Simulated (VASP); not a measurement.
A run of VASP 6.6.1 is set up as follows.

INCAR

```
  ALGO = Normal
  EDIFF = 1E-6
  ENCUT = 520
  GGA = CA
  ISIF = 2
  ISMEAR = -1
  ISPIN = 2
  LASPH = T
  LCHARG = F
  LORBIT = 11
  LREAL = F
  LWAVE = F
  MAGMOM = 0 0
  NBANDS = 14
  NELM = 150
  PREC = Accurate
  SIGMA = 0.05
```

Contents of KPOINTS:

```
k-points
0
Gamma
  8 8 8
```

File POSCAR:

```
Al
1.0
    3.1939252302      0.0000000000      0.0000000000
    0.0000000000      3.1939252302      0.0000000000
    0.0000000000      0.0000000000      3.1939252302
Al
2
Direct
    0.0000000000      0.0000000000      0.0000000000
    0.5000000000      0.5000000000      0.5000000000
```

Potentials or basis: VASP PAW LDA potentials, release 64 (Al).

Run with:

```console
$ cat potpaw_LDA.64/Al/POTCAR > POTCAR
$ mpirun -np 1 vasp_std > vasp.out
```

What does it give for the band gap on the k mesh?

Zero (filled and empty bands overlap).

Estimate the net moment.

0.00 μB per cell.
